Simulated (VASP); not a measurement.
# LaNiF6 (R-3m) in VASP: single point with r2SCAN

Aim: the single point of LaNiF6 with r2SCAN.

Program: VASP 6.6.1. These are calculated values, not measurements. Logs are shortened: lines on timing, memory, paths and dates and some standing lists are left out, and cuts for length are marked.

## (1) The cell of the first run

It takes space group R-3m (No. 166, trigonal). The conventional cell has a = 7.146 Å, b = 7.146 Å, c = 6.724 Å, α = 90.00°, β = 90.00°, γ = 120.00°. Within 3.5 Å of La (site symmetry -3m) lie 12 F at 2.64 to 2.75 Å and 2 Ni at 3.36 Å. Ni (site symmetry -3m) has 6 F at 1.82 Å within 2.4 Å. Within 2.4 Å of F (site symmetry m) lie 1 Ni at 1.82 Å.

## (2) Single point, r2SCAN

POSCAR

```
LaNiF6
1.0
    3.5732410000      2.0630140000      2.2414030000
   -3.5732410000      2.0630140000      2.2414030000
    0.0000000000     -4.1260270000      2.2414030000
La Ni F
1 1 6
Direct
    0.5000000000      0.5000000000      0.5000000000
    0.0000000000      0.0000000000      0.0000000000
    0.2760000000      0.9160000000      0.2760000000
    0.2760000000      0.2760000000      0.9160000000
    0.9160000000      0.2760000000      0.2760000000
    0.7240000000      0.0840000000      0.7240000000
    0.0840000000      0.7240000000      0.7240000000
    0.7240000000      0.7240000000      0.0840000000
```

INCAR.step1

```
PREC = Accurate
ENCUT = 770
ISMEAR = -5
SIGMA = 0.1
LREAL = F
LASPH = T
NELM = 200
NBANDS = 46
GGA = PE
ALGO = Normal
EDIFF = 1E-5
LWAVE = T
LCHARG = F
GGA_COMPAT = F
LMAXMIX = 6
```

INCAR.step2

```
PREC = Accurate
ENCUT = 770
EDIFF = 1E-6
ISMEAR = -5
SIGMA = 0.1
LREAL = F
LASPH = T
NELM = 200
ALGO = Normal
ISIF = 2
LWAVE = F
LCHARG = T
METAGGA = R2SCAN
LMIXTAU = T
LELF = T
LVHAR = T
NBANDS = 46
ISTART = 1
GGA_COMPAT = F
LMAXMIX = 6
```

KPOINTS

```
Automatic mesh
0
Gamma
  4 4 4
```

Potentials or basis: VASP PAW PBE potentials, release 64 (La, Ni_sv_GW, F).

On the command line:

```
cat potpaw_PBE.64/La/POTCAR potpaw_PBE.64/Ni_sv_GW/POTCAR potpaw_PBE.64/F/POTCAR > POTCAR
cp INCAR.step1 INCAR
mpirun -np 1 vasp_std > vasp.out
cp INCAR.step2 INCAR
mpirun -np 1 vasp_std > vasp.out
```

OUTCAR:

```text
PREC = Accurate
   ENCUT = 770
   EDIFF = 1E-6
   ISMEAR = -5
   LREAL = F
   LASPH = T
   NELM = 200
   ISIF = 2
   METAGGA = R2SCAN
   ISTART = 1

 ion  position               nearest neighbor table
   1  0.500  0.500  0.500-   3 2.64   5 2.64   6 2.64   7 2.64   4 2.64   8 2.64   7 2.75   6 2.75
                             3 2.75   5 2.75   8 2.75   4 2.75
   2  0.000  0.000  0.000-   3 1.82   5 1.82   6 1.82   7 1.82   4 1.82   8 1.82
   3  0.276  0.916  0.276-   2 1.82   1 2.64   1 2.75
   4  0.276  0.276  0.916-   2 1.82   1 2.64   1 2.75
   5  0.916  0.276  0.276-   2 1.82   1 2.64   1 2.75
   6  0.724  0.084  0.724-   2 1.82   1 2.64   1 2.75
   7  0.084  0.724  0.724-   2 1.82   1 2.64   1 2.75
   8  0.724  0.724  0.084-   2 1.82   1 2.64   1 2.75

  LATTYP: Found a trigonal (rhomboedric) cell.
 ALAT       =     4.6955261065
 COS(alpha) =    -0.1582067554

  Lattice vectors:

 A1 = (   3.5732410000,   2.0630140000,   2.2414030000)
 A2 = (  -3.5732410000,   2.0630140000,   2.2414030000)
 A3 = (   0.0000000000,  -4.1260270000,   2.2414030000)

Analysis of symmetry for initial positions (statically):
=====================================================================
 Subroutine PRICEL returns:
 Original cell was already a primitive cell.

 Routine SETGRP: Setting up the symmetry group for a
 trigonal (rhombohedral) supercell.

 Subroutine GETGRP returns: Found 12 space group operations
 (whereof 12 operations were pure point group operations)
 out of a pool of 12 trial point group operations.

The static configuration has the point symmetry D_3d.

Analysis of symmetry for dynamics (positions and initial velocities):
=====================================================================
 Subroutine PRICEL returns:
 Original cell was already a primitive cell.

 Routine SETGRP: Setting up the symmetry group for a
 trigonal (rhombohedral) supercell.

 Subroutine GETGRP returns: Found 12 space group operations
 (whereof 12 operations were pure point group operations)
 out of a pool of 12 trial point group operations.

The dynamic configuration has the point symmetry D_3d.

 Subroutine INISYM returns: Found 12 space group operations
 (whereof 12 operations are pure point group operations),
 and found     1 'primitive' translations

----------------------------------------------------------------------------------------

                                     Primitive cell

  volume of cell :      99.1370

  direct lattice vectors                    reciprocal lattice vectors
     3.573241000  2.063014000  2.241403000     0.139928989  0.080787961  0.148716365
    -3.573241000  2.063014000  2.241403000    -0.139928989  0.080787961  0.148716365
     0.000000000 -4.126027000  2.241403000     0.000000000 -0.161575921  0.148716401

  length of vectors
     4.695526106  4.695526106  4.695528321     0.219598210  0.219598210  0.219598147

  position of ions in fractional coordinates (direct lattice)
     0.500000000  0.500000000  0.500000000
     0.000000000  0.000000000  0.000000000
     0.276000000  0.916000000  0.276000000
     0.276000000  0.276000000  0.916000000
     0.916000000  0.276000000  0.276000000
     0.724000000  0.084000000  0.724000000
     0.084000000  0.724000000  0.724000000
     0.724000000  0.724000000  0.084000000

  ion indices of the primitive-cell ions
   primitive index   ion index
                 1           1
                 2           2
                 3           3
                 4           4
                 5           5
                 6           6
                 7           7
                 8           8

----------------------------------------------------------------------------------------

 KPOINTS: Automatic mesh

Automatic generation of k-mesh.
 Grid dimensions read from file:
 generate k-points for:    4    4    4

 Generating k-lattice:

  Cartesian coordinates                     Fractional coordinates (reciprocal lattice)
     0.034982247  0.020196990  0.037179091     0.250000000 -0.000000000  0.000000000
    -0.034982247  0.020196990  0.037179091    -0.000000000  0.250000000  0.000000000
     0.000000000 -0.040393980  0.037179100     0.000000000  0.000000000  0.250000000

  Length of vectors
     0.054899552  0.054899552  0.054899537

  Shift w.r.t. Gamma in fractional coordinates (k-lattice)
     0.000000000  0.000000000  0.000000000

 TETIRR: Found     78 inequivalent tetrahedra from      384

 Subroutine IBZKPT returns following result:
 ===========================================

 Found     13 irreducible k-points:

 Following reciprocal coordinates:
            Coordinates               Weight
  0.000000  0.000000  0.000000      1.000000
  0.250000  0.000000  0.000000      6.000000
  0.500000  0.000000  0.000000      3.000000
  0.250000  0.250000  0.000000      6.000000
  0.500000  0.250000 -0.000000     12.000000
 -0.250000  0.250000  0.000000      6.000000
  0.500000  0.500000  0.000000      3.000000
  0.250000  0.250000  0.250000      2.000000
  0.500000  0.250000  0.250000      6.000000
 -0.250000  0.250000  0.250000      6.000000
  0.500000  0.500000  0.250000      6.000000
 -0.250000  0.500000  0.250000      6.000000
  0.500000  0.500000  0.500000      1.000000
   k-points           NKPTS =     13   k-points in BZ     NKDIM =     13   number of bands    NBANDS=     46
   number of dos      NEDOS =    301   number of ions     NIONS =      8
   total plane-waves  NPLWV =  74088
   dimension x,y,z NGX =    42 NGY =   42 NGZ =   42
   dimension x,y,z NGXF=    84 NGYF=   84 NGZF=   84
   ions per type =               1   1   6
   NGX,Y,Z   is equivalent  to a cutoff of  14.87, 14.87, 14.87 a.u.
   NGXF,Y,Z  is equivalent  to a cutoff of  29.74, 29.74, 29.74 a.u.
 SYSTEM =  unknown system
   PREC   = accura    normal or accurate (medium, high low for compatibility)
   ISTART =      1    job   : 0-new  1-cont  2-samecut
   ICHARG =      0    charge: 1-file 2-atom 10-const
   ISPIN  =      1    spin polarized calculation?
   LNONCOLLINEAR =      F non collinear calculations
   LSORBIT =      F    spin-orbit coupling
   LASPH  =      T    aspherical Exc in radial PAW
   ENCUT  =  770.0 eV  56.59 Ry    7.52 a.u.  10.62 10.62 10.62*2*pi/ulx,y,z
   NELM   =    200;   NELMIN=  2; NELMDL=  0     # of ELM steps
   EDIFF  = 0.1E-05   stopping-criterion for ELM
   LREAL  =      F    real-space projection
   EDIFFG = 0.1E-04   stopping-criterion for IOM
   NSW    =      0    number of steps for IOM
   IBRION =     -1    ionic relax: 0-MD 1-quasi-New 2-CG
   NFREE  =      0    steps in history (QN), initial steepest desc. (CG)
   ISIF   =      2    stress and relaxation
   ISYM   =      2    0-nonsym 1-usesym 2-fastsym
   POTIM  = 0.5000    time-step for ionic-motion
   TEBEG  =    0.0;   TEEND  =   0.0 temperature during run
   PSTRESS=    0.0 pullay stress
   NELECT =      71.0000    total number of electrons
   NUPDOWN=      -1.0000    fix difference up-down
   EMIN   =  10.00;   EMAX   =-10.00  energy-range for DOS
   EFERMI =   0.00;   METHOD = LEGACY
   ISMEAR =    -5;   SIGMA  =   0.10  broadening in eV -4-tet -1-fermi 0-gaus
   EFERMI_NEDOS =   21; number of points for ismear=-14 and -15
   IALGO  =     38    algorithm
   IMIX   =      4    mixing-type and parameters
     AMIX     =   0.40;   BMIX     =  1.00
     AMIX_MAG =   1.60;   BMIX_MAG =  1.00
  volume/ion in A,a.u.               =      12.39        83.63
  Fermi-wavevector in a.u.,A,eV,Ry     =   1.464701  2.767884 29.189259  2.145350
  Thomas-Fermi vector in A             =   2.580646
   LORBIT       =      0    0 simple, 1 ext, 2 COOP (PROOUT), +10 PAW based schemes
   METAGGA = R2SCAN    functional components
   LHFCALC =     F    Hartree Fock is set to
   AEXX    =    0.0000 exact exchange contribution
   IVDW    =     0    specifies the selected vdW correction
   LEPSILON=     F    determine dielectric tensor
   LRPA    =     F    only Hartree local field effects (RPA)
 non-spin polarized calculation
 Fermi weights with tetrahedron method with Bloechl corrections
  energy-cutoff  :      770.00
  volume of cell :       99.14
 maximum number of plane-waves:      4826
   NGX = 21   NGY = 21   NGZ = 21

 number of electron      71.0000010 magnetization

 Free energy of the ion-electron system (eV)
  ---------------------------------------------------
  ext. energy  EPLUGINS =         0.00000000
  ---------------------------------------------------
  free energy    TOTEN  =       -85.67634631 eV

  energy without entropy =      -85.67634631  energy(sigma->0) =      -85.67634631

 E-fermi :   3.8636     XC(G=0): -10.9702

 val. band max:        3.8549356753   @ k =  -0.2500   0.5000   0.2500
 cond. band min:       3.8540140357   @ k =   0.5000   0.5000   0.5000
 fundamental gap:     -0.0009216397
 Fermi energy:         3.8636094343

 k-point     1 :       0.0000    0.0000    0.0000
  band No.  band energies     occupation
      1    -104.9405      2.00000
      2     -63.8654      2.00000
      3     -63.8419      2.00000
      4     -63.8419      2.00000
      5     -30.1114      2.00000
      6     -21.6213      2.00000
[... 38 lines left out ...]
     45       9.3221      0.00000
     46       9.4298      0.00000

 k-point     2 :       0.2500    0.0000    0.0000
  band No.  band energies     occupation
      1    -104.9406      2.00000
      2     -63.8655      2.00000
      3     -63.8419      2.00000
      4     -63.8419      2.00000
      5     -30.1047      2.00000
      6     -21.5990      2.00000
[... 38 lines left out ...]
     45       8.8866      0.00000
     46       9.2756      0.00000

 k-point     3 :       0.5000    0.0000    0.0000
  band No.  band energies     occupation
      1    -104.9405      2.00000
      2     -63.8654      2.00000
      3     -63.8419      2.00000
      4     -63.8419      2.00000
      5     -30.0980      2.00000
      6     -21.5755      2.00000
[... 38 lines left out ...]
     45       8.3722      0.00000
     46       9.1648      0.00000

 k-point     4 :       0.2500    0.2500    0.0000
  band No.  band energies     occupation
      1    -104.9406      2.00000
      2     -63.8655      2.00000
      3     -63.8419      2.00000
      4     -63.8419      2.00000
      5     -30.0981      2.00000
      6     -21.5447      2.00000
[... 381 lines left out ...]
     45       8.3498      0.00000
     46       8.4647      0.00000

 k-point    12 :      -0.2500    0.5000    0.2500
  band No.  band energies     occupation
      1    -104.9405      2.00000
      2     -63.8655      2.00000
      3     -63.8419      2.00000
      4     -63.8419      2.00000
      5     -30.0862      2.00000
      6     -21.4547      2.00000
[... 38 lines left out ...]
     45       8.4051      0.00000
     46       8.7547      0.00000

 k-point    13 :       0.5000    0.5000    0.5000
  band No.  band energies     occupation
      1    -104.9405      2.00000
      2     -63.8655      2.00000
      3     -63.8419      2.00000
      4     -63.8419      2.00000
      5     -30.0744      2.00000
      6     -21.3297      2.00000
[... 38 lines left out ...]
     45       8.3406      0.00000
     46       8.3406      0.00000

------------------------ aborting loop because EDIFF is reached ----------------------------------------

  FORCE on cell =-STRESS in cart. coord.  units (eV):
  Direction    XX          YY          ZZ          XY          YZ          ZX
  --------------------------------------------------------------------------------------
  -------------------------------------------------------------------------------------
  Total       -2.2890301     -2.2890346      0.0341727      0.0000000      0.0000000      0.0000000
  in kB      -36.9935900    -36.9936622      0.5522735      0.0000000      0.0000001      0.0000000
  external PRESSURE =     -24.4783263 kB  Pullay stress =       0.0000000 kB

 VOLUME and BASIS-vectors are now :
 -----------------------------------------------------------------------------
  energy-cutoff  :      770.00
  volume of cell :       99.14
      direct lattice vectors                 reciprocal lattice vectors
     3.573241000  2.063014000  2.241403000     0.139928989  0.080787961  0.148716365
    -3.573241000  2.063014000  2.241403000    -0.139928989  0.080787961  0.148716365
     0.000000000 -4.126027000  2.241403000     0.000000000 -0.161575921  0.148716401

 POSITION                                       TOTAL-FORCE (eV/Angst)
 -----------------------------------------------------------------------------------
      0.00000      0.00000      3.36210         0.000000     -0.000000     -0.000000
      0.00000      0.00000      0.00000        -0.000000     -0.000000     -0.000000
     -2.28687      1.32033      3.29038         0.458269     -0.264582      1.091794
      0.00000     -2.64066      3.29038         0.000000      0.529164      1.091794
      2.28687      1.32033      3.29038        -0.458269     -0.264582      1.091794
      2.28687     -1.32033      3.43383        -0.458269      0.264582     -1.091794
     -2.28687     -1.32033      3.43383         0.458269      0.264582     -1.091794
      0.00000      2.64066      3.43383         0.000000     -0.529164     -1.091794
 -----------------------------------------------------------------------------------
    total drift:                                0.000000      0.000000     -0.000000

  FREE ENERGIE OF THE ION-ELECTRON SYSTEM (eV)
  ---------------------------------------------------
  free  energy   TOTEN  =       -85.6763463115 eV

  energy  without entropy=      -85.6763463115  energy(sigma->0) =      -85.67634631
```

It took 19 min on 1 thread of AMD EPYC 7R13 (Zen 3), shared host; peak memory 0.35 GiB.

Results:

```
Free energy            : -85.6763 eV
Pressure               : -2.4 GPa
Largest force          : 1.213 eV/Å
Band gap on the k mesh : zero (an odd number of electrons rules out a gap without spin polarisation)
```

Forces in eV/Å, atoms in the order of the input:
```
La   0.000  0.000  0.000
Ni   0.000  0.000  0.000
F    0.458 -0.265  1.092
F    0.000  0.529  1.092
F   -0.458 -0.265  1.092
F   -0.458  0.265 -1.092
F    0.458  0.265 -1.092
F    0.000 -0.529 -1.092
```

Caveat: the PAW data sets were made with another functional, which shifts forces and pressure a little; spin-orbit coupling is left out, which moves the levels of the heavy elements; an odd number of electrons without spin polarisation forces a metal; a magnetic or distorted state may lie lower; the run has no spin polarisation, though such a crystal can be magnetic; semilocal functionals often make such compounds metallic where correlation or magnetic order opens a gap, which also shifts bond lengths; tetrahedron occupations give inexact forces and stress in metals.
